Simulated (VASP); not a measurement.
# BeS (sol) (F-43m) in VASP: notebook

Runs on BeS (sol). Level: PBEsol. Tasks: single point, relaxation of cell and atoms.

Everything below comes from runs of VASP 6.6.1. Logs are shortened: lines on timing, memory, paths and dates and some standing lists are left out, and cuts for length are marked.

## (1) The cell of the first run

It takes space group F-43m (No. 216, cubic). The conventional cell has a = 4.870 Å, b = 4.870 Å, c = 4.870 Å, α = 90.00°, β = 90.00°, γ = 90.00°. Within 2.8 Å of Be (site symmetry -43m) lie 4 S at 2.11 Å. S (site symmetry -43m) has 4 Be at 2.11 Å within 2.8 Å.

## (2) Single point, PBEsol

Input file INCAR:

```
SYSTEM = BeS
PREC = Accurate ; ENCUT = 600
EDIFF = 1E-6 ; ISMEAR = 0
SIGMA = 0.1 ; LREAL = .False.
LASPH = .True. ; NELM = 120
ALGO = Normal ; ISIF = 2
LWAVE = .False. ; LCHARG = .False.
GGA = PS ; NBANDS = 11
GGA_COMPAT = .False.
```

Input file KPOINTS:

```
Automatic mesh
0
Gamma
  6 6 6
  0 0 0
```

Input file POSCAR:

```
BeS
1.0
    0.0000000000      2.4350000000      2.4350000000
    2.4350000000      0.0000000000      2.4350000000
    2.4350000000      2.4350000000      0.0000000000
Be S
1 1
Direct
    0.0000000000      0.0000000000      0.0000000000
    0.2500000000      0.2500000000      0.2500000000
```

Potentials or basis: VASP PAW PBE potentials, release 64 (Be, S).

The run is started by

```sh
cat potpaw_PBE.64/Be/POTCAR potpaw_PBE.64/S/POTCAR > POTCAR
mpirun -np 1 vasp_std > vasp.out
```

OUTCAR:

```text
SYSTEM = BeS
   PREC = Accurate
   ENCUT = 600
   EDIFF = 1E-6
   ISMEAR = 0
   LREAL = .False.
   LASPH = .True.
   NELM = 120
   ISIF = 2
   GGA = PS

 ion  position               nearest neighbor table
   1  0.000  0.000  0.000-   2 2.11   2 2.11   2 2.11   2 2.11
   2  0.250  0.250  0.250-   1 2.11   1 2.11   1 2.11   1 2.11

  LATTYP: Found a face centered cubic cell.
 ALAT       =     4.8700000000

  Lattice vectors:

 A1 = (   0.0000000000,   2.4350000000,   2.4350000000)
 A2 = (   2.4350000000,   0.0000000000,   2.4350000000)
 A3 = (   2.4350000000,   2.4350000000,   0.0000000000)

Analysis of symmetry for initial positions (statically):
=====================================================================
 Subroutine PRICEL returns:
 Original cell was already a primitive cell.

 Routine SETGRP: Setting up the symmetry group for a
 face centered cubic supercell.

 Subroutine GETGRP returns: Found 24 space group operations
 (whereof 24 operations were pure point group operations)
 out of a pool of 48 trial point group operations.

The static configuration has the point symmetry T_d .

Analysis of symmetry for dynamics (positions and initial velocities):
=====================================================================
 Subroutine PRICEL returns:
 Original cell was already a primitive cell.

 Routine SETGRP: Setting up the symmetry group for a
 face centered cubic supercell.

 Subroutine GETGRP returns: Found 24 space group operations
 (whereof 24 operations were pure point group operations)
 out of a pool of 48 trial point group operations.

The dynamic configuration has the point symmetry T_d .

 Subroutine INISYM returns: Found 24 space group operations
 (whereof 24 operations are pure point group operations),
 and found     1 'primitive' translations

----------------------------------------------------------------------------------------

                                     Primitive cell

  volume of cell :      28.8753

  direct lattice vectors                    reciprocal lattice vectors
     0.000000000  2.435000000  2.435000000    -0.205338809  0.205338809  0.205338809
     2.435000000  0.000000000  2.435000000     0.205338809 -0.205338809  0.205338809
     2.435000000  2.435000000  0.000000000     0.205338809  0.205338809 -0.205338809

  length of vectors
     3.443610024  3.443610024  3.443610024     0.355657250  0.355657250  0.355657250

  position of ions in fractional coordinates (direct lattice)
     0.000000000  0.000000000  0.000000000
[... 76 lines left out ...]
   ISYM   =      2    0-nonsym 1-usesym 2-fastsym
   POTIM  = 0.5000    time-step for ionic-motion
   TEBEG  =    0.0;   TEEND  =   0.0 temperature during run
   PSTRESS=    0.0 pullay stress
   NELECT =       8.0000    total number of electrons
   NUPDOWN=      -1.0000    fix difference up-down
   EMIN   =  10.00;   EMAX   =-10.00  energy-range for DOS
   EFERMI =   0.00;   METHOD = LEGACY
   ISMEAR =     0;   SIGMA  =   0.10  broadening in eV -4-tet -1-fermi 0-gaus
   EFERMI_NEDOS =   21; number of points for ismear=-14 and -15
   IALGO  =     38    algorithm
   IMIX   =      4    mixing-type and parameters
     AMIX     =   0.40;   BMIX     =  1.00
     AMIX_MAG =   1.60;   BMIX_MAG =  1.00
  volume/ion in A,a.u.               =      14.44        97.43
  Fermi-wavevector in a.u.,A,eV,Ry     =   1.067241  2.016793 15.497083  1.139003
  Thomas-Fermi vector in A             =   2.202851
   LORBIT       =      0    0 simple, 1 ext, 2 COOP (PROOUT), +10 PAW based schemes
   GGA     = PS    functional components
   LHFCALC =     F    Hartree Fock is set to
   AEXX    =    0.0000 exact exchange contribution
   IVDW    =     0    specifies the selected vdW correction
   LEPSILON=     F    determine dielectric tensor
   LRPA    =     F    only Hartree local field effects (RPA)
 non-spin polarized calculation
 Gauss-broadening in eV      SIGMA  =   0.10
  energy-cutoff  :      600.00
  volume of cell :       28.88
 maximum number of plane-waves:       982
   NGX = 13   NGY = 13   NGZ = 13

 number of electron       7.9999999 magnetization

 Free energy of the ion-electron system (eV)
  ---------------------------------------------------
  ext. energy  EPLUGINS =         0.00000000
  ---------------------------------------------------
  free energy    TOTEN  =       -10.55885624 eV

  energy without entropy =      -10.55885624  energy(sigma->0) =      -10.55885624

 E-fermi :   4.5416     XC(G=0):  -9.8501

 val. band max:        4.0188681883   @ k =   0.0000   0.0000   0.0000
 cond. band min:       6.9729461997   @ k =   0.5000   0.5000   0.0000
 fundamental gap:      2.9540780114
 Fermi energy:         4.5415589794

 k-point     1 :       0.0000    0.0000    0.0000
  band No.  band energies     occupation
      1      -9.6158      2.00000
      2       4.0189      2.00000
      3       4.0189      2.00000
      4       4.0189      2.00000
      5       9.6222      0.00000
      6       9.6328      0.00000
      7       9.6328      0.00000
      8       9.6328      0.00000
      9      16.7870      0.00000
     10      16.7870      0.00000
     11      18.5983      0.00000
[... 197 lines left out ...]
 k-point    16 :      -0.3333    0.5000    0.1667
  band No.  band energies     occupation
      1      -7.4363      2.00000
      2      -0.5682      2.00000
      3       0.6064      2.00000
      4       0.8250      2.00000
      5       9.0170      0.00000
      6      10.5914      0.00000
      7      13.8909      0.00000
      8      14.4026      0.00000
      9      18.2553      0.00000
     10      18.4230      0.00000
     11      20.9235      0.00000

------------------------ aborting loop because EDIFF is reached ----------------------------------------

  FORCE on cell =-STRESS in cart. coord.  units (eV):
  Direction    XX          YY          ZZ          XY          YZ          ZX
  --------------------------------------------------------------------------------------
  -------------------------------------------------------------------------------------
  Total       -0.2937103     -0.2937103     -0.2937103     -0.0000000      0.0000000      0.0000000
  in kB      -16.2968197    -16.2968197    -16.2968197     -0.0000000      0.0000000      0.0000000
  external PRESSURE =     -16.2968197 kB  Pullay stress =       0.0000000 kB

 VOLUME and BASIS-vectors are now :
 -----------------------------------------------------------------------------
  energy-cutoff  :      600.00
  volume of cell :       28.88
      direct lattice vectors                 reciprocal lattice vectors
     0.000000000  2.435000000  2.435000000    -0.205338809  0.205338809  0.205338809
     2.435000000  0.000000000  2.435000000     0.205338809 -0.205338809  0.205338809
     2.435000000  2.435000000  0.000000000     0.205338809  0.205338809 -0.205338809

 POSITION                                       TOTAL-FORCE (eV/Angst)
 -----------------------------------------------------------------------------------
      0.00000      0.00000      0.00000         0.000000      0.000000      0.000000
      1.21750      1.21750      1.21750        -0.000000     -0.000000     -0.000000
 -----------------------------------------------------------------------------------
    total drift:                               -0.000000     -0.000000     -0.000000

  FREE ENERGIE OF THE ION-ELECTRON SYSTEM (eV)
  ---------------------------------------------------
  free  energy   TOTEN  =       -10.5588562373 eV

  energy  without entropy=      -10.5588562373  energy(sigma->0) =      -10.55885624
```

OSZICAR:

```text
N       E                     dE             d eps       ncg     rms          rms(c)
DAV:   1     0.245736763686E+02    0.24574E+02   -0.41389E+03   352   0.703E+02
DAV:   2    -0.929421961805E+01   -0.33868E+02   -0.32135E+02   466   0.126E+02
DAV:   3    -0.107291667125E+02   -0.14349E+01   -0.14315E+01   438   0.259E+01
DAV:   4    -0.107391327848E+02   -0.99661E-02   -0.99645E-02   458   0.248E+00
DAV:   5    -0.107392197586E+02   -0.86974E-04   -0.86972E-04   450   0.231E-01    0.523E+00
DAV:   6    -0.106044628009E+02    0.13476E+00   -0.11198E-01   417   0.153E+00    0.346E+00
DAV:   7    -0.105585465630E+02    0.45916E-01   -0.10493E-01   425   0.160E+00    0.812E-01
DAV:   8    -0.105587948925E+02   -0.24833E-03   -0.55110E-03   469   0.392E-01    0.134E-01
DAV:   9    -0.105588429108E+02   -0.48018E-04   -0.33323E-04   432   0.119E-01    0.388E-02
DAV:  10    -0.105588533295E+02   -0.10419E-04   -0.36582E-05   480   0.302E-02    0.102E-02
DAV:  11    -0.105588560921E+02   -0.27626E-05   -0.80792E-06   423   0.154E-02    0.572E-03
DAV:  12    -0.105588562373E+02   -0.14512E-06   -0.20421E-07   240   0.333E-03
   1 F= -.10558856E+02 E0= -.10558856E+02  d E =-.106885E-14
```

It took 3.6 s on 1 thread of Intel Xeon 6975P-C (Granite Rapids), shared host; peak memory 0.14 GiB.

What came out:

```yaml
Free_energy: -10.5589 eV
Pressure: -1.6 GPa
Band_gap_on_the_k_mesh: 2.95 eV, indirect (least direct gap 5.58 eV)
```

Caveat: the PAW data sets were made with another functional, which shifts forces and pressure a little. A k mesh can miss the band edges.

## (3) Single point, PBEsol

This run uses another cell than the first one, of 14.15 Å³/atom, 0.980 times its volume.

Input file INCAR:

```
  PREC = Accurate
  ENCUT = 600
  EDIFF = 1E-6
  ISMEAR = 0
  SIGMA = 0.02
  LREAL = False
  LASPH = True
  NELM = 120
  ALGO = Normal
  ISIF = 2
  LWAVE = False
  LCHARG = False
  GGA = PS
  NBANDS = 11
  GGA_COMPAT = False
```

Input file KPOINTS:

```
regular mesh
0
Gamma
  8 8 8
```

Input file POSCAR:

```
BeS
1.0
    0.0000000000      2.4188655904      2.4188655904
    2.4188655904      0.0000000000      2.4188655904
    2.4188655904      2.4188655904      0.0000000000
Be S
1 1
Direct
    0.0000000000      0.0000000000      0.0000000000
    0.2500000000      0.2500000000      0.2500000000
```

Potentials or basis: VASP PAW PBE potentials, release 64 (Be, S).

The run is started by

```sh
cat potpaw_PBE.64/Be/POTCAR potpaw_PBE.64/S/POTCAR > POTCAR
mpirun -np 1 vasp_std > vasp.out
```

It took 4.6 s on 1 thread of Intel Xeon 6975P-C (Granite Rapids), shared host; peak memory 0.15 GiB.

Results (log left out):

```yaml
Free_energy: -10.5643 eV
Pressure: 0.2 GPa
Band_gap_on_the_k_mesh: 2.91 eV, indirect (least direct gap 5.61 eV)
```

Levels at points of the mesh, in eV from the valence-band top:
| k point | band 1 | band 2 | band 3 | band 4 | band 5 | band 6 | band 7 | band 8 | band 9 |
| --- | --- | --- | --- | --- | --- | --- | --- | --- | --- |
| (0.00, 0.00, 0.00) | -13.77 | 0.00 | 0.00 | 0.00 | 5.61 | 5.61 | 5.61 | 5.77 | 12.81 |
| (0.50, 0.00, 0.00) | -12.11 | -5.91 | -1.05 | -1.05 | 5.41 | 6.48 | 6.48 | 11.01 | 14.96 |
| (0.50, 0.50, 0.00) | -11.56 | -5.11 | -2.70 | -2.70 | 2.91 | 4.80 | 12.81 | 12.81 | 15.50 |

Caveat: the PAW data sets were made with another functional, which shifts forces and pressure a little. A k mesh can miss the band edges.

(Part 1 of 2 ends here.)
